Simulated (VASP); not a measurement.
Write the native input for VASP 6.6.1 that does the following.

- Task: relaxation of cell and atoms
- Functional: PBEsol
- Potentials or basis: VASP PAW PBE potentials, release 64 (Ag, Br)
- Cutoff: 500 eV
- k mesh: 8 × 8 × 8
- Occupations: gaussian, width 0.01 eV
- Spin: no spin polarisation
- Target pressure: 15 GPa
- Dipole correction: no
- Further INCAR settings: ALGO = Normal; EDIFF = 1e-07; IBRION = 2; EDIFFG = -0.002; NSW = 100; ISIF = 3

The structure of AgBr lies in POSCAR:

```
AgBr
1.0
    2.8376951687      2.8376951687      0.0000000000
   -2.8376951687      2.8376951687      0.0000000000
    0.0000000000      2.8376951687      2.8376951687
Ag Br
1 1
Direct
    0.0000000000      0.0000000000      0.0000000000
    0.5000000000      0.5000000000      0.0000000000
```

One way to write it, as run:

INCAR

```
PREC = Accurate
ENCUT = 500
EDIFF = 1E-7
ISMEAR = 0
SIGMA = 0.01
LREAL = F
LASPH = T
NELM = 120
ALGO = Normal
ISIF = 3
LWAVE = F
LCHARG = F
GGA = PS
IBRION = 2
NSW = 100
EDIFFG = -0.002
PSTRESS = 150.0
GGA_COMPAT = F
NELMIN = 4
```

KPOINTS

```
regular mesh
0
Gamma
  8 8 8
```

Potentials or basis: VASP PAW PBE potentials, release 64 (Ag, Br).

Command:

```bash
$ cat potpaw_PBE.64/Ag/POTCAR potpaw_PBE.64/Br/POTCAR > POTCAR
$ mpirun -np 1 vasp_std > vasp.out
```

It gave:

```json
{
 "Relaxed volume": "19.10 Å³/atom",
 "Relaxed cell": "a = 3.781 Å, b = 3.781 Å, c = 3.781 Å, α = 60.00°, β = 60.00°, γ = 90.00°",
 "Space group after relaxing (to 0.1 Å)": "Fm-3m (No. 225)",
 "Energy change on relaxing (the run minimises the enthalpy)": "+144.3 meV/atom",
 "Ionic steps": "7",
 "Pressure after relaxing": "15.0 GPa",
 "Band gap on the k mesh": "0.58 eV (least direct gap 2.83 eV)"
}
```

Caveat: the cell is relaxed towards a set pressure, so the run minimises the enthalpy, not the energy; the volume moved by over 15 % at a fixed basis, so the end points are rough; the PAW data sets were made with another functional, which shifts forces and pressure a little.

Wall time 40 s on 1 thread of Intel(R) Xeon(R) 6975P-C (Granite Rapids), on a shared host, peak memory 0.18 GiB.
